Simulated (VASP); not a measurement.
# NaF (I4/mmm) in VASP: notebook

NaF is run at these levels: PBE; tasks: single point.

Program: VASP 6.6.1. These are calculated values, not measurements. Logs are shortened: lines on timing, memory, paths and dates and some standing lists are left out, and cuts for length are marked.

## 1. The cell of the first run

The structure is tetragonal, space group I4/mmm (No. 139). Conventional cell: a = 3.204 Å, b = 3.204 Å, c = 4.879 Å, α = 90.00°, β = 90.00°, γ = 90.00°. Na (site symmetry 4/mmm) has 6 F at 2.27 to 2.44 Å within 3.0 Å. Within 3.0 Å of F (site symmetry 4/mmm) lie 6 Na at 2.27 to 2.44 Å.

## 2. Single point, PBE (strain -0.025 along x and y, +0.050 along z)

INCAR reads:

```
  PREC = Accurate
  ENCUT = 520
  EDIFF = 1E-6
  ISMEAR = 0
  SIGMA = 0.05
  LREAL = False
  LASPH = True
  NELM = 100
  ALGO = Normal
  ISIF = 2
  LWAVE = False
  LCHARG = True
  GGA = PE
  LELF = True
  LVHAR = True
  NBANDS = 14
```

KPOINTS reads:

```
Automatic mesh
0
Gamma
  8 8 8
```

POSCAR reads:

```
NaF
1.0
    0.0000000000      2.2652175000      2.4394650000
    2.2652175000      0.0000000000      2.4394650000
    2.2652175000      2.2652175000      0.0000000000
Na F
1 1
Direct
    0.0000000000      0.0000000000      0.0000000000
    0.5000000000      0.5000000000      0.5000000000
```

Potentials or basis: VASP PAW PBE potentials, release 64 (Na_pv, F).

Started as:

```bash
cat potpaw_PBE.64/Na_pv/POTCAR potpaw_PBE.64/F/POTCAR > POTCAR
mpirun -np 1 vasp_std > vasp.out
```

OUTCAR:

```text
PREC = Accurate
   ENCUT = 520
   EDIFF = 1E-6
   ISMEAR = 0
   LREAL = False
   LASPH = True
   NELM = 100
   ISIF = 2
   GGA = PE

 ion  position               nearest neighbor table
   1  0.000  0.000  0.000-   2 2.27   2 2.27   2 2.27   2 2.27
   2  0.500  0.500  0.500-   1 2.27   1 2.27   1 2.27   1 2.27

  LATTYP: Found a body centered tetragonal cell.
 ALAT       =     3.2035013102
 C/A-ratio  =     1.5229992210

  Lattice vectors:

 A1 = (  -2.2652175000,   0.0000000000,   2.4394650000)
 A2 = (   2.2652175000,   0.0000000000,   2.4394650000)
 A3 = (   0.0000000000,   2.2652175000,  -2.4394650000)

Analysis of symmetry for initial positions (statically):
=====================================================================
 Subroutine PRICEL returns:
 Original cell was already a primitive cell.

 Routine SETGRP: Setting up the symmetry group for a
 body centered tetragonal supercell.

 Subroutine GETGRP returns: Found 16 space group operations
 (whereof 16 operations were pure point group operations)
 out of a pool of 16 trial point group operations.

The static configuration has the point symmetry D_4h.

Analysis of symmetry for dynamics (positions and initial velocities):
=====================================================================
 Subroutine PRICEL returns:
 Original cell was already a primitive cell.

 Routine SETGRP: Setting up the symmetry group for a
 body centered tetragonal supercell.

 Subroutine GETGRP returns: Found 16 space group operations
 (whereof 16 operations were pure point group operations)
 out of a pool of 16 trial point group operations.

The dynamic configuration has the point symmetry D_4h.

 Subroutine INISYM returns: Found 16 space group operations
 (whereof 16 operations are pure point group operations),
 and found     1 'primitive' translations

----------------------------------------------------------------------------------------

                                     Primitive cell

  volume of cell :      25.0348

  direct lattice vectors                    reciprocal lattice vectors
     0.000000000  2.265217500  2.439465000    -0.220729356  0.220729356  0.204962973
     2.265217500  0.000000000  2.439465000     0.220729356 -0.220729356  0.204962973
     2.265217500  2.265217500  0.000000000     0.220729356  0.220729356 -0.204962973

  length of vectors
     3.328993813  3.328993813  3.203501310     0.373433686  0.373433686  0.373433686

  position of ions in fractional coordinates (direct lattice)
     0.000000000  0.000000000  0.000000000
     0.500000000  0.500000000  0.500000000

  ion indices of the primitive-cell ions
   primitive index   ion index
                 1           1
                 2           2

----------------------------------------------------------------------------------------

 KPOINTS: Automatic mesh

Automatic generation of k-mesh.
 Grid dimensions read from file:
 generate k-points for:    8    8    8

 Generating k-lattice:

  Cartesian coordinates                     Fractional coordinates (reciprocal lattice)
    -0.027591170  0.027591170  0.025620372     0.125000000  0.000000000  0.000000000
     0.027591170 -0.027591170  0.025620372     0.000000000  0.125000000  0.000000000
     0.027591170  0.027591170 -0.025620372     0.000000000  0.000000000  0.125000000

  Length of vectors
     0.046679211  0.046679211  0.046679211

  Shift w.r.t. Gamma in fractional coordinates (k-lattice)
     0.000000000  0.000000000  0.000000000

 Subroutine IBZKPT returns following result:
 ===========================================

 Found     59 irreducible k-points:

 Following reciprocal coordinates:
            Coordinates               Weight
  0.000000  0.000000  0.000000      1.000000
  0.125000  0.000000  0.000000      8.000000
  0.250000  0.000000  0.000000      8.000000
  0.375000  0.000000  0.000000      8.000000
  0.500000  0.000000  0.000000      4.000000
  0.125000  0.125000  0.000000      2.000000
[... 16 lines left out ...]
  0.250000  0.000000  0.125000     16.000000
  0.375000  0.000000  0.125000     16.000000
 [... further k-points ...]
   k-points           NKPTS =     59   k-points in BZ     NKDIM =     59   number of bands    NBANDS=     14
   number of dos      NEDOS =    301   number of ions     NIONS =      2
   total plane-waves  NPLWV =  18816
   dimension x,y,z NGX =    28 NGY =   28 NGZ =   24
   dimension x,y,z NGXF=    56 NGYF=   56 NGZF=   48
   ions per type =               1   1
   NGX,Y,Z   is equivalent  to a cutoff of  13.98, 13.98, 12.45 a.u.
   NGXF,Y,Z  is equivalent  to a cutoff of  27.97, 27.97, 24.91 a.u.
 SYSTEM =  unknown system
   PREC   = accura    normal or accurate (medium, high low for compatibility)
   ISTART =      0    job   : 0-new  1-cont  2-samecut
   ICHARG =      2    charge: 1-file 2-atom 10-const
   ISPIN  =      1    spin polarized calculation?
   LNONCOLLINEAR =      F non collinear calculations
   LSORBIT =      F    spin-orbit coupling
   LASPH  =      T    aspherical Exc in radial PAW
   ENCUT  =  520.0 eV  38.22 Ry    6.18 a.u.   6.19  6.19  5.96*2*pi/ulx,y,z
   NELM   =    100;   NELMIN=  2; NELMDL= -5     # of ELM steps
   EDIFF  = 0.1E-05   stopping-criterion for ELM
   LREAL  =      F    real-space projection
   EDIFFG = 0.1E-04   stopping-criterion for IOM
   NSW    =      0    number of steps for IOM
   IBRION =     -1    ionic relax: 0-MD 1-quasi-New 2-CG
   NFREE  =      0    steps in history (QN), initial steepest desc. (CG)
   ISIF   =      2    stress and relaxation
   ISYM   =      2    0-nonsym 1-usesym 2-fastsym
   POTIM  = 0.5000    time-step for ionic-motion
   TEBEG  =    0.0;   TEEND  =   0.0 temperature during run
   PSTRESS=    0.0 pullay stress
   NELECT =      14.0000    total number of electrons
   NUPDOWN=      -1.0000    fix difference up-down
   EMIN   =  10.00;   EMAX   =-10.00  energy-range for DOS
   EFERMI =   0.00;   METHOD = LEGACY
   ISMEAR =     0;   SIGMA  =   0.05  broadening in eV -4-tet -1-fermi 0-gaus
   EFERMI_NEDOS =   21; number of points for ismear=-14 and -15
   IALGO  =     38    algorithm
   IMIX   =      4    mixing-type and parameters
     AMIX     =   0.40;   BMIX     =  1.00
     AMIX_MAG =   1.60;   BMIX_MAG =  1.00
  volume/ion in A,a.u.               =      12.52        84.47
  Fermi-wavevector in a.u.,A,eV,Ry     =   1.348764  2.548795 24.751242  1.819165
  Thomas-Fermi vector in A             =   2.476406
   LORBIT       =      0    0 simple, 1 ext, 2 COOP (PROOUT), +10 PAW based schemes
   GGA     = PE    functional components
   LHFCALC =     F    Hartree Fock is set to
   AEXX    =    0.0000 exact exchange contribution
   IVDW    =     0    specifies the selected vdW correction
   LEPSILON=     F    determine dielectric tensor
   LRPA    =     F    only Hartree local field effects (RPA)
 non-spin polarized calculation
 Gauss-broadening in eV      SIGMA  =   0.05
  energy-cutoff  :      520.00
  volume of cell :       25.03
 maximum number of plane-waves:       688
 NGX is ok and might be reduce to    28
   NGX = 13   NGY = 13   NGZ = 11

 number of electron      14.0000003 magnetization

 Free energy of the ion-electron system (eV)
  ---------------------------------------------------
  ext. energy  EPLUGINS =         0.00000000
  ---------------------------------------------------
  free energy    TOTEN  =        -8.54084003 eV

  energy without entropy =       -8.54084003  energy(sigma->0) =       -8.54084003

 E-fermi :  -1.8459     XC(G=0):  -9.1176

 val. band max:       -2.1131714883   @ k =   0.0000   0.0000   0.0000
 cond. band min:       4.1428270238   @ k =   0.0000   0.0000   0.0000
 fundamental gap:      6.2559985121
 Fermi energy:        -1.8459104281

 k-point     1 :       0.0000    0.0000    0.0000
  band No.  band energies     occupation
      1     -21.2819      2.00000
      2     -21.0796      2.00000
      3     -21.0496      2.00000
      4     -21.0496      2.00000
      5      -2.1171      2.00000
      6      -2.1132      2.00000
      7      -2.1132      2.00000
      8       4.1428      0.00000
      9      16.5200      0.00000
     10      17.0451      0.00000
     11      17.0451      0.00000
     12      19.7271      0.00000
     13      20.8432      0.00000
     14      22.9272      0.00000

 k-point     2 :       0.1250    0.0000    0.0000
  band No.  band energies     occupation
      1     -21.4934      2.00000
      2     -21.0783      2.00000
      3     -21.0499      2.00000
      4     -20.8229      2.00000
      5      -2.4074      2.00000
      6      -2.1588      2.00000
      7      -2.1468      2.00000
      8       4.6857      0.00000
      9      15.1258      0.00000
     10      16.8782      0.00000
     11      17.3115      0.00000
     12      20.3325      0.00000
     13      21.5971      0.00000
     14      22.2279      0.00000

 k-point     3 :       0.2500    0.0000    0.0000
  band No.  band energies     occupation
      1     -21.7279      2.00000
      2     -21.0859      2.00000
      3     -21.0507      2.00000
      4     -20.5379      2.00000
      5      -3.0037      2.00000
      6      -2.2605      2.00000
      7      -2.2271      2.00000
      8       5.9993      0.00000
      9      13.0180      0.00000
     10      17.2410      0.00000
     11      17.9604      0.00000
     12      19.8416      0.00000
     13      21.3890      0.00000
     14      22.2062      0.00000
[... 324 lines left out ...]
 k-point    23 :       0.2500    0.0000    0.1250
  band No.  band energies     occupation
      1     -21.6913      2.00000
      2     -21.0918      2.00000
      3     -21.0640      2.00000
      4     -20.5625      2.00000
      5      -2.8973      2.00000
      6      -2.2784      2.00000
      7      -2.2635      2.00000
      8       5.9264      0.00000
      9      13.3077      0.00000
     10      17.0056      0.00000
     11      17.2755      0.00000
     12      19.2683      0.00000
     13      21.7674      0.00000
     14      23.9599      0.00000

 k-point    24 :       0.3750    0.0000    0.1250
  band No.  band energies     occupation
      1     -21.8150      2.00000
      2     -21.0986      2.00000
      3     -21.0643      2.00000
      4     -20.3987      2.00000
      5      -3.3463      2.00000
      6      -2.3825      2.00000
      7      -2.3640      2.00000
      8       7.4272      0.00000
      9      11.7289      0.00000
     10      17.0067      0.00000
     11      17.5043      0.00000
     12      19.0105      0.00000
     13      21.4997      0.00000
     14      23.8952      0.00000

 [... further k-points ...]
[... 5 lines left out ...]
  --------------------------------------------------------------------------------------
  -------------------------------------------------------------------------------------
  Total        0.6613237      0.6613237     -0.2312574      0.0000000      0.0000000     -0.0000000
  in kB       42.3233695     42.3233695    -14.8000049      0.0000000      0.0000000     -0.0000000
  external PRESSURE =      23.2822447 kB  Pullay stress =       0.0000000 kB

 VOLUME and BASIS-vectors are now :
 -----------------------------------------------------------------------------
  energy-cutoff  :      520.00
  volume of cell :       25.03
      direct lattice vectors                 reciprocal lattice vectors
     0.000000000  2.265217500  2.439465000    -0.220729356  0.220729356  0.204962973
     2.265217500  0.000000000  2.439465000     0.220729356 -0.220729356  0.204962973
     2.265217500  2.265217500  0.000000000     0.220729356  0.220729356 -0.204962973

 POSITION                                       TOTAL-FORCE (eV/Angst)
 -----------------------------------------------------------------------------------
      0.00000      0.00000      0.00000        -0.000000      0.000000     -0.000000
      2.26522      2.26522      2.43947         0.000000     -0.000000      0.000000
 -----------------------------------------------------------------------------------
    total drift:                                0.000000      0.000000      0.000000

  FREE ENERGIE OF THE ION-ELECTRON SYSTEM (eV)
  ---------------------------------------------------
  free  energy   TOTEN  =        -8.5408400313 eV

  energy  without entropy=       -8.5408400313  energy(sigma->0) =       -8.54084003
```

Wall time 15 s (1 thread of Intel Xeon Platinum 8259CL at 2.50GHz (Skylake/Cascade Lake), shared host); peak memory 0.15 GiB.

What came out:

| Quantity | Value |
| --- | --- |
| Free energy | -8.5408 eV |
| Pressure | 2.3 GPa |
| Band gap on the k mesh | 6.26 eV, direct |

Caveat: the cell differs from its parent crystal (strain -0.025 along x and y, +0.050 along z).

## 3. Single point, PBE (strain +0.000 along x and y, -0.025 along z)

INCAR reads:

```
PREC     = Accurate       # precision mode
ENCUT    = 520            # plane-wave cutoff, eV
EDIFF    = 1E-6           # SCF threshold, eV
ISMEAR   = 0              # smearing method
SIGMA    = 0.05           # smearing width, eV
LREAL    = F              # projectors in reciprocal space
LASPH    = T              # aspherical terms in the spheres
NELM     = 100            # most SCF steps
ALGO     = Normal         # electronic algorithm
ISIF     = 2              # what is computed and relaxed
LWAVE    = F              # write WAVECAR
LCHARG   = T              # write CHGCAR
GGA      = PE             # functional
LELF     = T              # ELF
LVHAR    = T            
NBANDS   = 14             # bands
```

KPOINTS reads:

```
regular mesh
0
Gamma
  8 8 8
```

POSCAR reads:

```
NaF
1.0
    0.0000000000      2.3233000000      2.2652175000
    2.3233000000      0.0000000000      2.2652175000
    2.3233000000      2.3233000000      0.0000000000
Na F
1 1
Direct
    0.0000000000      0.0000000000      0.0000000000
    0.5000000000      0.5000000000      0.5000000000
```

Potentials or basis: VASP PAW PBE potentials, release 64 (Na_pv, F).

Started as:

```bash
cat potpaw_PBE.64/Na_pv/POTCAR potpaw_PBE.64/F/POTCAR > POTCAR
mpirun -np 1 vasp_std > vasp.out
```

Run time: 8.1 s. Hardware: 1 thread of Intel Xeon 6975P-C (Granite Rapids), shared host; peak memory 0.14 GiB.

It converged, with:

```
Free energy            : -8.5509 eV
Pressure               : 3.1 GPa
Band gap on the k mesh : 6.39 eV, direct
```

Stress tensor (GPa, compression positive):
```
2.21 0.00 0.00
0.00 2.21 0.00
0.00 0.00 4.80
```

Levels at points of the mesh, in eV from the valence-band top:
```csv
k point,band 5,band 6,band 7,band 8,band 9,band 10
"(0.00, 0.00, 0.00)",0.00,0.00,0.00,6.39,19.05,19.05
"(0.50, 0.00, 0.00)",-1.63,-0.27,-0.25,10.89,12.61,20.06
"(0.50, 0.50, 0.00)",-1.27,-0.44,-0.44,13.20,13.53,13.85
"(0.50, 0.00, 0.50)",-1.31,-0.42,-0.38,13.18,13.45,13.74
```

Caveat: the cell differs from its parent crystal (strain +0.000 along x and y, -0.025 along z).
